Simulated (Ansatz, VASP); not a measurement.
## WS2 in VASP and in Ansatz

Contents of INCAR:

```
SYSTEM = WS2
  PREC = Accurate
  ENCUT = 520
  EDIFF = 1E-6
  ISMEAR = 0
  SIGMA = 0.05
  LREAL = .False.
  LASPH = .True.
  NELM = 100
  ALGO = Normal
  ISIF = 2
  LWAVE = .False.
  LCHARG = .False.
  GGA = PE
  IVDW = 12
  NBANDS = 35
```

Contents of KPOINTS:

```
Automatic mesh
0
Gamma
  10 10 3
  0 0 0
```

File POSCAR:

```
WS2
1.0
   -3.1542061832      0.0000000000      0.0000000000
   -1.5771030916     -2.7316226834      0.0000000000
    0.0000000000      0.0000000000     18.1399091344
W S
2 4
Direct
    0.3333333333      0.3333333333      0.1673093984
    0.6666666667      0.6666666667      0.5019281951
    0.3333333333      0.3333333333      0.4151196607
    0.6666666667      0.6666666667      0.0805008640
    0.3333333333      0.3333333333      0.5887367295
    0.6666666667      0.6666666667      0.2541179328
```

Input for Ansatz:

```yaml
crystal:
  lattice:
    - [-3.1542061832, 0.0, 0.0]
    - [-1.5771030916, -2.7316226834, 0.0]
    - [0.0, 0.0, 18.1399091344]
  atoms:
    - { symbol: W, position: [0.3333333333, 0.3333333333, 0.1673093984] }
    - { symbol: W, position: [0.6666666667, 0.6666666667, 0.5019281951] }
    - { symbol: S, position: [0.3333333333, 0.3333333333, 0.4151196607] }
    - { symbol: S, position: [0.6666666667, 0.6666666667, 0.080500864] }
    - { symbol: S, position: [0.3333333333, 0.3333333333, 0.5887367295] }
    - { symbol: S, position: [0.6666666667, 0.6666666667, 0.2541179328] }
basis:
  ecutwfc: 420
kpoints:
  mp_grid: { grid: [10, 10, 3] }
hamiltonian:
  xc: pbe
  dispersion: d3bj
scf:
  occupations: { method: gaussian, width: 0.05 }
output:
  forces: true
  stress: true
  eigenvalues: true
```

Alike in both runs: task single point; functional PBE; dispersion D3(BJ); k mesh 10 × 10 × 3; occupations gaussian, width 0.05 eV; no spin polarisation.

|  | VASP | Ansatz |
| --- | --- | --- |
| version | VASP 6.6.1 | Ansatz 0.2.0 |
| potentials or method | VASP PAW PBE potentials, release 64 (W_sv, S), cutoff 520 eV | scalar-relativistic, plane waves, PAW |
| valence electrons in the cell | 52 | 52 |

|  | VASP | Ansatz | Ansatz less VASP |
| --- | --- | --- | --- |
| gap on the k mesh at the Fermi level (eV) | 1.45 | 1.43 | -0.015 |
| least direct gap on the mesh (eV) | 2.22 | 2.22 | -0.003 |
| rms of the force components (eV/Å) | 0.021 | 0.020 | -0.0012 |

Atom by atom the forces differ by 0.002 eV/Å (rms over components).

Neither program's run includes spin-orbit coupling.
